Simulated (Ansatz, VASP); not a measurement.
This is a calculation of NaCl for VASP 6.6.1.

INCAR

```
  PREC = Accurate
  ENCUT = 500
  EDIFF = 1E-6
  ISMEAR = -1
  SIGMA = 0.05
  LREAL = False
  LASPH = True
  NELM = 120
  ALGO = Normal
  ISIF = 2
  LWAVE = False
  LCHARG = False
  GGA = PS
  NBANDS = 14
  GGA_COMPAT = False
```

KPOINTS

```
Automatic mesh
0
Gamma
  7 7 7
```

Contents of POSCAR:

```
NaCl
1.0
    0.0000000000      2.7940632177      2.8220038499
    2.7940632177      0.0000000000      2.8220038499
    2.7940632177      2.7940632177      0.0000000000
Cl Na
1 1
Direct
    0.5000000000      0.5000000000      0.5000000000
    0.0000000000      0.0000000000      0.0000000000
```

Potentials or basis: VASP PAW PBE potentials, release 64 (Cl, Na_pv).

Run with:

```bash
$ cat potpaw_PBE.64/Cl/POTCAR potpaw_PBE.64/Na_pv/POTCAR > POTCAR
$ mpirun -np 1 vasp_std > vasp.out
```

**Question.** Set up the same calculation for Ansatz 0.2.0. Potentials there: Ansatz PAW.

**Answer.** As run (the cutoff follows the program's own potentials):

Contents of input.yaml:

```yaml
crystal:
  lattice:
    - [0.0, 2.7940632177, 2.8220038499]
    - [2.7940632177, 0.0, 2.8220038499]
    - [2.7940632177, 2.7940632177, 0.0]
  atoms:
    - { symbol: Cl, position: [0.5, 0.5, 0.5] }
    - { symbol: Na, position: [0.0, 0.0, 0.0] }
hamiltonian:
  xc: pbesol
  pseudopotentials: { kind: paw }
kpoints:
  mp_grid: { grid: [7, 7, 7] }
scf:
  occupations: { method: fermi_dirac, width: 0.05 }
output:
  forces: true
  stress: true
  eigenvalues: true
```

Potentials or basis: Ansatz PAW.

Run with:

```sh
$ ansatz run input.yaml --threads 1 --pin off --max-ram 3584MiB --backend cpu --events-out ev --progress --plain --runs-dir out
```

Both were run:

|  | VASP | Ansatz | Ansatz less VASP |
| --- | --- | --- | --- |
| gap on the k mesh at the Fermi level (eV) | 4.99 | 5.00 | +0.004 |
| least direct gap on the mesh (eV) | 4.99 | 5.00 | +0.004 |
| pressure (GPa) | -0.1 | -0.1 | 0.00 |
| traceless stress, the component that is largest in VASP (GPa) | -0.28 | -0.28 | +0.004 |

VASP's potentials were made for PBE, not for PBEsol. The functional is the same, so the differences come from potentials, cutoffs and numerics. VASP's potentials hold 14 valence electrons a cell and Ansatz's 16, so a difference there can come from the potentials and not from the codes.

Noted on Ansatz's run: odd divisions of the mesh miss points on the zone boundary, where band edges often lie, so the gap on the mesh can be too wide.
